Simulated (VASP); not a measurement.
# W (Im-3m) in VASP: single point with LDA

Aim: the single point of W with LDA.

All numbers are computed with VASP 6.6.1; they aren't measurements. Logs are shortened: lines on timing, memory, paths and dates and some standing lists are left out, and cuts for length are marked.

## (1) The cell of the first run

Symmetry: Im-3m, No. 229, cubic system. The conventional cell has a = 3.170 Å, b = 3.170 Å, c = 3.170 Å, α = 90.00°, β = 90.00°, γ = 90.00°. W (site symmetry m-3m) has 14 W at 2.75 to 3.17 Å within 3.6 Å.

## (2) Single point, LDA

Contents of INCAR:

```
ALGO     = Normal         # electronic algorithm
EDIFF    = 1E-6           # SCF threshold, eV
ENCUT    = 500            # plane-wave cutoff, eV
GGA      = CA             # functional
GGA_COMPAT= F            
ISIF     = 2              # what is computed and relaxed
ISMEAR   = 0              # smearing method
LASPH    = T              # aspherical terms in the spheres
LCHARG   = F              # write CHGCAR
LREAL    = F              # projectors in reciprocal space
LWAVE    = F              # write WAVECAR
NBANDS   = 13             # bands
NELM     = 120            # most SCF steps
PREC     = Accurate       # precision mode
SIGMA    = 0.1            # smearing width, eV
```

Contents of KPOINTS:

```
k-points
0
Gamma
  6 6 6
```

Contents of POSCAR:

```
W
1.0
   -1.5851577801      1.5851577801      1.5851577801
    1.5851577801     -1.5851577801      1.5851577801
    1.5851577801      1.5851577801     -1.5851577801
W
1
Direct
    0.0000000000      0.0000000000      0.0000000000
```

Potentials or basis: VASP PAW LDA potentials, release 64 (W_sv).

Run with:

```bash
cat potpaw_LDA.64/W_sv/POTCAR > POTCAR
mpirun -np 1 vasp_std > vasp.out
```

OUTCAR:

```text
EDIFF = 1E-6
   ENCUT = 500
   GGA = CA
   ISIF = 2
   ISMEAR = 0
   LASPH = T
   LREAL = F
   NELM = 120
   PREC = Accurate

 ion  position               nearest neighbor table
   1  0.000  0.000  0.000-

  LATTYP: Found a body centered cubic cell.
 ALAT       =     3.1703155602

  Lattice vectors:

 A1 = (  -1.5851577801,   1.5851577801,   1.5851577801)
 A2 = (   1.5851577801,  -1.5851577801,   1.5851577801)
 A3 = (   1.5851577801,   1.5851577801,  -1.5851577801)

Analysis of symmetry for initial positions (statically):
=====================================================================
 Subroutine PRICEL returns:
 Original cell was already a primitive cell.

 Routine SETGRP: Setting up the symmetry group for a
 body centered cubic supercell.

 Subroutine GETGRP returns: Found 48 space group operations
 (whereof 48 operations were pure point group operations)
 out of a pool of 48 trial point group operations.

The static configuration has the point symmetry O_h .

Analysis of symmetry for dynamics (positions and initial velocities):
=====================================================================
 Subroutine PRICEL returns:
 Original cell was already a primitive cell.

 Routine SETGRP: Setting up the symmetry group for a
 body centered cubic supercell.

 Subroutine GETGRP returns: Found 48 space group operations
 (whereof 48 operations were pure point group operations)
 out of a pool of 48 trial point group operations.

The dynamic configuration has the point symmetry O_h .

 Subroutine INISYM returns: Found 48 space group operations
 (whereof 48 operations are pure point group operations),
 and found     1 'primitive' translations

----------------------------------------------------------------------------------------

                                     Primitive cell

  volume of cell :      15.9323

  direct lattice vectors                    reciprocal lattice vectors
    -1.585157780  1.585157780  1.585157780     0.000000000  0.315426014  0.315426014
     1.585157780 -1.585157780  1.585157780     0.315426014  0.000000000  0.315426014
     1.585157780  1.585157780 -1.585157780     0.315426014  0.315426014  0.000000000

  length of vectors
     2.745573813  2.745573813  2.745573813     0.446079747  0.446079747  0.446079747

  position of ions in fractional coordinates (direct lattice)
     0.000000000  0.000000000  0.000000000

  ion indices of the primitive-cell ions
   primitive index   ion index
                 1           1

----------------------------------------------------------------------------------------

 KPOINTS: k-points

Automatic generation of k-mesh.
 Grid dimensions read from file:
 generate k-points for:    6    6    6

 Generating k-lattice:

  Cartesian coordinates                     Fractional coordinates (reciprocal lattice)
     0.000000000  0.052571002  0.052571002     0.166666667  0.000000000  0.000000000
     0.052571002  0.000000000  0.052571002     0.000000000  0.166666667  0.000000000
     0.052571002  0.052571002  0.000000000     0.000000000  0.000000000  0.166666667

  Length of vectors
     0.074346624  0.074346624  0.074346624

  Shift w.r.t. Gamma in fractional coordinates (k-lattice)
     0.000000000  0.000000000  0.000000000

 Subroutine IBZKPT returns following result:
 ===========================================

 Found     16 irreducible k-points:

 Following reciprocal coordinates:
            Coordinates               Weight
  0.000000  0.000000  0.000000      1.000000
  0.166667  0.000000  0.000000     12.000000
  0.333333  0.000000  0.000000     12.000000
  0.500000  0.000000  0.000000      6.000000
  0.166667  0.166667  0.000000     24.000000
  0.333333  0.166667  0.000000     48.000000
[... 8 lines left out ...]
  0.500000  0.500000  0.333333     12.000000
  0.500000  0.500000  0.500000      1.000000
   k-points           NKPTS =     16   k-points in BZ     NKDIM =     16   number of bands    NBANDS=     13
   number of dos      NEDOS =    301   number of ions     NIONS =      1
   total plane-waves  NPLWV =   8000
   dimension x,y,z NGX =    20 NGY =   20 NGZ =   20
   dimension x,y,z NGXF=    40 NGYF=   40 NGZF=   40
   ions per type =               1
   NGX,Y,Z   is equivalent  to a cutoff of  12.11, 12.11, 12.11 a.u.
   NGXF,Y,Z  is equivalent  to a cutoff of  24.22, 24.22, 24.22 a.u.
 SYSTEM =  unknown system
   PREC   = accura    normal or accurate (medium, high low for compatibility)
   ISTART =      0    job   : 0-new  1-cont  2-samecut
   ICHARG =      2    charge: 1-file 2-atom 10-const
   ISPIN  =      1    spin polarized calculation?
   LNONCOLLINEAR =      F non collinear calculations
   LSORBIT =      F    spin-orbit coupling
   LASPH  =      T    aspherical Exc in radial PAW
   ENCUT  =  500.0 eV  36.75 Ry    6.06 a.u.   5.01  5.01  5.01*2*pi/ulx,y,z
   NELM   =    120;   NELMIN=  2; NELMDL= -5     # of ELM steps
   EDIFF  = 0.1E-05   stopping-criterion for ELM
   LREAL  =      F    real-space projection
   EDIFFG = 0.1E-04   stopping-criterion for IOM
   NSW    =      0    number of steps for IOM
   IBRION =     -1    ionic relax: 0-MD 1-quasi-New 2-CG
   NFREE  =      0    steps in history (QN), initial steepest desc. (CG)
   ISIF   =      2    stress and relaxation
   ISYM   =      2    0-nonsym 1-usesym 2-fastsym
   POTIM  = 0.5000    time-step for ionic-motion
   TEBEG  =    0.0;   TEEND  =   0.0 temperature during run
   PSTRESS=    0.0 pullay stress
   NELECT =      14.0000    total number of electrons
   NUPDOWN=      -1.0000    fix difference up-down
   EMIN   =  10.00;   EMAX   =-10.00  energy-range for DOS
   EFERMI =   0.00;   METHOD = LEGACY
   ISMEAR =     0;   SIGMA  =   0.10  broadening in eV -4-tet -1-fermi 0-gaus
   EFERMI_NEDOS =   21; number of points for ismear=-14 and -15
   IALGO  =     38    algorithm
   IMIX   =      4    mixing-type and parameters
     AMIX     =   0.40;   BMIX     =  1.00
     AMIX_MAG =   1.60;   BMIX_MAG =  1.00
  volume/ion in A,a.u.               =      15.93       107.52
  Fermi-wavevector in a.u.,A,eV,Ry     =   1.568044  2.963174 33.453504  2.458763
  Thomas-Fermi vector in A             =   2.670134
   LORBIT       =      0    0 simple, 1 ext, 2 COOP (PROOUT), +10 PAW based schemes
   GGA     = CA    functional components
   LHFCALC =     F    Hartree Fock is set to
   AEXX    =    0.0000 exact exchange contribution
   IVDW    =     0    specifies the selected vdW correction
   LEPSILON=     F    determine dielectric tensor
   LRPA    =     F    only Hartree local field effects (RPA)
 non-spin polarized calculation
 Gauss-broadening in eV      SIGMA  =   0.10
  energy-cutoff  :      500.00
  volume of cell :       15.93
 maximum number of plane-waves:       418
   NGX =  9   NGY =  9   NGZ =  9

 number of electron      14.0000003 magnetization

 Free energy of the ion-electron system (eV)
  ---------------------------------------------------
  ext. energy  EPLUGINS =         0.00000000
  ---------------------------------------------------
  free energy    TOTEN  =       -14.14887244 eV

  energy without entropy =      -14.14780674  energy(sigma->0) =      -14.14833959

 E-fermi :  11.4158     XC(G=0): -13.7952

 val. band max:       11.2798044388   @ k =   0.1667   0.0000   0.0000
 cond. band min:      11.5565356712   @ k =   0.5000   0.5000   0.1667
 fundamental gap:      0.2767312324
 Fermi energy:        11.4158400128

 k-point     1 :       0.0000    0.0000    0.0000
  band No.  band energies     occupation
      1     -62.4673      2.00000
      2     -26.2859      2.00000
      3     -26.2859      2.00000
      4     -26.2859      2.00000
      5       1.7217      2.00000
      6      10.0129      2.00000
      7      10.0129      2.00000
      8      10.0129      2.00000
      9      13.4344      0.00000
     10      13.4344      0.00000
     11      25.8038      0.00000
     12      25.8038      0.00000
     13      25.8038      0.00000

 k-point     2 :       0.1667    0.0000    0.0000
  band No.  band energies     occupation
      1     -62.4337      2.00000
      2     -26.6290      2.00000
      3     -26.3941      2.00000
      4     -26.2877      2.00000
      5       2.9644      2.00000
      6       9.3156      2.00000
      7       9.7168      2.00000
      8      11.2798      1.94562
      9      12.7508      0.00000
     10      13.4829      0.00000
     11      26.5367      0.00000
     12      27.9579      0.00000
     13      28.1220      0.00000

 k-point     3 :       0.3333    0.0000    0.0000
  band No.  band energies     occupation
      1     -62.3659      2.00000
      2     -27.2733      2.00000
      3     -26.6043      2.00000
      4     -26.2914      2.00000
      5       4.9083      2.00000
      6       8.1807      2.00000
      7       9.8337      2.00000
      8      13.2011      0.00000
      9      13.8802      0.00000
     10      14.6291      0.00000
     11      24.5638      0.00000
     12      25.4361      0.00000
     13      32.3209      0.00000
[... 177 lines left out ...]
 k-point    15 :       0.5000    0.5000    0.3333
  band No.  band energies     occupation
      1     -62.2564      2.00000
      2     -27.2896      2.00000
      3     -27.0733      2.00000
      4     -26.9765      2.00000
      5       6.1135      2.00000
      6       6.4270      2.00000
      7      12.5965      0.00000
      8      12.7873      0.00000
      9      16.6106      0.00000
     10      19.2527      0.00000
     11      20.8544      0.00000
     12      23.1920      0.00000
     13      30.7230      0.00000

 k-point    16 :       0.5000    0.5000    0.5000
  band No.  band energies     occupation
      1     -62.2311      2.00000
      2     -27.1904      2.00000
      3     -27.1904      2.00000
      4     -27.1904      2.00000
      5       5.4389      2.00000
      6       5.4389      2.00000
      7      16.3808      0.00000
      8      16.3808      0.00000
      9      16.3808      0.00000
     10      19.5553      0.00000
     11      19.5553      0.00000
     12      19.5553      0.00000
     13      27.2998      0.00000

------------------------ aborting loop because EDIFF is reached ----------------------------------------

  FORCE on cell =-STRESS in cart. coord.  units (eV):
  Direction    XX          YY          ZZ          XY          YZ          ZX
  --------------------------------------------------------------------------------------
  -------------------------------------------------------------------------------------
  Total       -1.0369814     -1.0369814     -1.0369814      0.0000000      0.0000000      0.0000000
  in kB     -104.2807329   -104.2807329   -104.2807329      0.0000000      0.0000000      0.0000000
  external PRESSURE =    -104.2807329 kB  Pullay stress =       0.0000000 kB

 VOLUME and BASIS-vectors are now :
 -----------------------------------------------------------------------------
  energy-cutoff  :      500.00
  volume of cell :       15.93
      direct lattice vectors                 reciprocal lattice vectors
    -1.585157780  1.585157780  1.585157780     0.000000000  0.315426014  0.315426014
     1.585157780 -1.585157780  1.585157780     0.315426014  0.000000000  0.315426014
     1.585157780  1.585157780 -1.585157780     0.315426014  0.315426014  0.000000000

 POSITION                                       TOTAL-FORCE (eV/Angst)
 -----------------------------------------------------------------------------------
      0.00000      0.00000      0.00000        -0.000000     -0.000000      0.000000
 -----------------------------------------------------------------------------------
    total drift:                               -0.000000     -0.000000      0.000000

  FREE ENERGIE OF THE ION-ELECTRON SYSTEM (eV)
  ---------------------------------------------------
  free  energy   TOTEN  =       -14.1488724390 eV

  energy  without entropy=      -14.1478067381  energy(sigma->0) =      -14.14833959
```

Run time: 3.8 s. Hardware: 1 thread of Intel Xeon 8259CL, shared host; peak memory 0.12 GiB.

What came out:

```
Free energy            : -14.1489 eV
Pressure               : -10.4 GPa
Band gap on the k mesh : zero (band 7 reaches 16.38 eV, above the bottom of band 8 at 10.01 eV)
```

Caveat: the k points lie up to 0.47 Å⁻¹ apart; spin-orbit coupling is left out, which moves the levels of the heavy elements.
